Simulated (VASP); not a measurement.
Crystal: SnSe.

```
CELL_PARAMETERS angstrom
0.00000 3.01000 3.01000
3.01000 0.00000 3.01000
3.01000 3.01000 0.00000
ATOMIC_POSITIONS crystal
Sn 0.00000 0.00000 0.00000
Se 0.50000 0.50000 0.50000
```

| Item | Value |
| --- | --- |
| Program | VASP 6.6.1 |
| Task | relaxation of cell and atoms |
| Functional | LDA |
| Potentials or basis | VASP PAW LDA potentials, release 64 (Sn_d, Se) |
| Cutoff | 600 eV |
| k mesh | 8 × 8 × 8 |
| Occupations | gaussian, width 0.02 eV |
| Spin | no spin polarisation |

At the start: pressure -3.2 GPa; volume 27.27 Å³/atom.

Task: Where does the relaxation end?

Result: Over 3 steps the energy falls by 17.6 meV/atom and the volume is 25.63 Å³/atom (-6.0 %); space group Fm-3m (No. 225, to 0.05 Å).

Step by step:
```
step  energy change (eV)  largest force (eV/Å)  pressure (GPa)  volume (Å³)
   1              0.0000                0.0000           -3.23        54.54
   2             -0.0316                0.0000            1.19        50.32
   3             -0.0351                0.0000            0.02        51.26
```

Final structure:
```xyz
2
Lattice="0.0000 2.9484 2.9484 2.9484 0.0000 2.9484 2.9484 2.9484 0.0000" Properties=species:S:1:pos:R:3 pbc="T T T"
Sn    0.0000    0.0000    0.0000
Se    2.9484    2.9484    2.9484
```
